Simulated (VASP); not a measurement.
A run of VASP 6.6.1:

Contents of INCAR:

```
SYSTEM = CdH2
PREC     = Accurate       ! precision mode
ENCUT    = 600            ! plane-wave cutoff, eV
EDIFF    = 1E-7           ! SCF threshold, eV
ISMEAR   = -1             ! smearing method
SIGMA    = 0.05           ! smearing width, eV
LREAL    = .FALSE.        ! projectors in reciprocal space
LASPH    = .TRUE.         ! aspherical terms in the spheres
NELM     = 60             ! most SCF steps
ALGO     = Normal         ! electronic algorithm
ISIF     = 3              ! what is computed and relaxed
LWAVE    = .FALSE.        ! write WAVECAR
LCHARG   = .FALSE.        ! write CHGCAR
GGA      = PE             ! functional
IBRION   = 2              ! ionic algorithm
NSW      = 100            ! ionic steps
EDIFFG   = -0.005         ! ionic threshold
```

KPOINTS

```
regular mesh
0
G
  11 11 11
  0 0 0
```

File POSCAR:

```
CdH2
1.0
    0.0000000000      2.5553258337      2.5553258337
    2.5553258337      0.0000000000      2.5553258337
    2.5553258337      2.5553258337      0.0000000000
Cd H
1 2
Direct
    0.0000000000      0.0000000000      0.0000000000
    0.2500000000      0.2500000000      0.2500000000
    0.7500000000      0.7500000000      0.7500000000
```

Potentials or basis: VASP PAW PBE potentials, release 64 (Cd, H).

Command:

```console
$ cat potpaw_PBE.64/Cd/POTCAR potpaw_PBE.64/H/POTCAR > POTCAR
$ mpirun -np 1 vasp_std > vasp.out
```

Hardware: 1 thread of Intel(R) Xeon(R) 6975P-C (Granite Rapids) (shared host).

Problem. How long does it take, and how much memory?

Solution. Run time: 16 s on 1 thread of Intel(R) Xeon(R) 6975P-C (Granite Rapids), with other jobs on the host, peak memory 0.18 GiB. Counts: scf iterations 18, k points 56, ion steps 2.
